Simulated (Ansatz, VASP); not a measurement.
**Mn in VASP and in Ansatz**

INCAR

```
PREC = Accurate
ENCUT = 500
EDIFF = 1E-6
ISMEAR = -1
SIGMA = 0.05
LREAL = False
LASPH = True
NELM = 200
ALGO = Normal
ISIF = 2
LWAVE = False
LCHARG = False
ISPIN = 2
MAGMOM = 0.802 0.802 -0.714 -0.714
LORBIT = 11
LMAXMIX = 4
GGA = RE
NBANDS = 38
GGA_COMPAT = False
```

File KPOINTS:

```
regular mesh
0
Gamma
  16 16 5
```

POSCAR

```
Mn
1.0
    2.3966967045      0.0000000000      0.0000000000
   -1.1983483522      2.0756002312      0.0000000000
    0.0000000000      0.0000000000      7.7731508665
Mn
4
Direct
    1.0000000000      1.0000000000      0.0000000000
    1.0000000000      1.0000000000      0.5000000000
    0.3333333333      0.6666666667      0.2500000000
    0.6666666667      0.3333333333      0.7500000000
```

Input for Ansatz:

```yaml
crystal:
  lattice:
    - [2.3966967045, 0.0, 0.0]
    - [-1.1983483522, 2.0756002312, 0.0]
    - [0.0, 0.0, 7.7731508665]
  atoms:
    - { symbol: Mn, position: [1.0, 1.0, 0.0], spin: 0.802 }
    - { symbol: Mn, position: [1.0, 1.0, 0.5], spin: 0.802 }
    - { symbol: Mn, position: [0.3333333333, 0.6666666667, 0.25], spin: -0.714 }
    - { symbol: Mn, position: [0.6666666667, 0.3333333333, 0.75], spin: -0.714 }
hamiltonian:
  xc: revpbe
  pseudopotentials:
    kind: paw
    azcp:
      Mn: "pseudopotentials/Mn.paw.azcp"
basis:
  ecutwfc: 420
  fft_grid_basis: typed
kpoints:
  mp_grid: { grid: [16, 16, 5], shift: [0, 0, 0] }
magnetization:
  spin_polarized: true
scf:
  occupations: { method: fermi_dirac, width: 0.05 }
  lower_state_search: "off"
output:
  stress: true
```

Alike in both runs: task single point; functional revPBE; k mesh 16 × 16 × 5; occupations fermi-dirac, width 0.05 eV; collinear spin.

```csv
,VASP,Ansatz
version,VASP 6.6.1,Ansatz 0.2.0
potentials or method,"VASP PAW PBE potentials, release 64 (Mn_pv), cutoff 500 eV","plane waves (420 eV) with PAW, scalar-relativistic"
valence electrons in the cell,52,60
```

|  | VASP | Ansatz | Ansatz less VASP |
| --- | --- | --- | --- |
| net moment per atom (μB) | 0.00 | 0.00 | 0.000 |

VASP's potentials were made for PBE, not for revPBE. The functional is the same, so the differences come from potentials, cutoffs and numerics. VASP's potentials hold 52 valence electrons a cell and Ansatz's 60, so a difference there can come from the potentials and not from the codes. Ansatz's warnings: seeded moment not kept.
